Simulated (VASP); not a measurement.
Write the native input for VASP 6.6.1 that does the following.

| Quantity | Value |
| --- | --- |
| Task | single point |
| Functional | PBE |
| Potentials or basis | VASP PAW PBE potentials, release 64 (Zr_sv, Nb_sv, N) |
| Cutoff | 520 eV |
| k mesh | 6 × 6 × 6 |
| Occupations | gaussian, width 0.1 eV |
| Spin | no spin polarisation |
| Dipole correction | no |
| Further INCAR settings | ALGO = Normal; EDIFF = 1e-07; NBANDS = 35 |

The structure of Zr2NbN3 lies in POSCAR:

```
Zr2NbN3
1.0
    2.8198693378      1.6280523200      3.0124167912
   -2.8198693378      1.6280523200      3.0124167912
    0.0000000000     -3.2561046439      3.0124167891
Zr Nb N
2 1 3
Direct
    0.6859833983      0.6859833983      0.6859833983
    0.3140166017      0.3140166017      0.3140166017
    0.0000000000      0.0000000000      0.0000000000
    0.0000000000      0.5000000000      0.0000000000
    0.5000000000      0.0000000000      0.0000000000
    0.0000000000      0.0000000000      0.5000000000
```

The cell was built from a structure type or drawn by symmetry, and may not be a known phase.

One way to write it, as run:

INCAR

```
SYSTEM = Zr2NbN3
ALGO = Normal ; EDIFF = 1E-7
ENCUT = 520 ; GGA = PE
ISIF = 2 ; ISMEAR = 0
LASPH = .TRUE. ; LCHARG = .FALSE.
LREAL = .FALSE. ; LWAVE = .FALSE.
NBANDS = 35 ; NELM = 80
PREC = Accurate ; SIGMA = 0.1
```

KPOINTS

```
k-points
0
G
  6 6 6
  0 0 0
```

Potentials or basis: VASP PAW PBE potentials, release 64 (Zr_sv, Nb_sv, N).

Run with:

```sh
$ cat potpaw_PBE.64/Zr_sv/POTCAR potpaw_PBE.64/Nb_sv/POTCAR potpaw_PBE.64/N/POTCAR > POTCAR
$ mpirun -np 1 vasp_std > vasp.out
```

It gave:

```json
{
 "Pressure": "0.0 GPa",
 "Largest force": "0.025 eV/Å",
 "Band gap on the k mesh": "zero (bands 26 and 27 overlap by 1.36 eV)"
}
```

Run time: 110 s on 1 thread of Intel(R) Xeon(R) 6975P-C (Granite Rapids) (shared host), peak memory 0.25 GiB.
